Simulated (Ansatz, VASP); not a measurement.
# HfN in VASP and in Ansatz

Contents of INCAR:

```
ALGO = Normal ; EDIFF = 1E-6
ENCUT = 520 ; GGA = PS
ISIF = 2 ; ISMEAR = 0
LASPH = True ; LCHARG = False
LREAL = False ; LWAVE = False
NBANDS = 14 ; NELM = 60
PREC = Accurate ; SIGMA = 0.15
```

KPOINTS

```
k-points
0
Gamma
  16 16 16
```

The input POSCAR:

```
HfN
1.0
    0.0000000000      2.5161925500      2.5775631000
    2.5161925500      0.0000000000      2.5775631000
    2.5161925500      2.5161925500      0.0000000000
Hf N
1 1
Direct
    0.0000000000      0.0000000000      0.0000000000
    0.7500000000      0.7500000000      0.7500000000
```

Input for Ansatz:

```yaml
crystal:
  lattice:
    - [0.0, 2.51619255, 2.5775631]
    - [2.51619255, 0.0, 2.5775631]
    - [2.51619255, 2.51619255, 0.0]
  atoms:
    - { symbol: Hf, position: [0.0, 0.0, 0.0] }
    - { symbol: "N", position: [0.75, 0.75, 0.75] }
basis:
  ecutwfc: 420
kpoints:
  mp_grid: { grid: [16, 16, 16] }
hamiltonian:
  xc: pbesol
scf:
  occupations: { method: gaussian, width: 0.15 }
output:
  forces: true
  stress: true
  eigenvalues: true
```

Change from the starting cell: strain +0.025 along x and y, +0.050 along z, atoms carried along.

Alike in both runs: task single point; functional PBEsol; k mesh 16 × 16 × 16; occupations gaussian, width 0.15 eV; no spin polarisation.

```csv
,VASP,Ansatz
version,VASP 6.6.1,Ansatz 0.2.0
potentials or method,"VASP PAW PBE potentials, release 64 (Hf_pv, N), cutoff 520 eV","scalar-relativistic, plane waves, PAW"
valence electrons in the cell,15,31
```

```tsv
	VASP	Ansatz	Ansatz less VASP
gap on the k mesh at the Fermi level (eV)	none	none	-
pressure (GPa)	-20.6	-19.6	+0.98
traceless stress, the component that is largest in VASP (GPa)	-2.48	-2.47	+0.012
```

VASP's potentials were made for PBE, not for PBEsol. A gap of «none» marks a metal or a gap that the smearing closes. VASP's potentials hold 15 valence electrons a cell and Ansatz's 31, so a difference there can come from the potentials and not from the codes.

Neither program's run includes spin-orbit coupling.
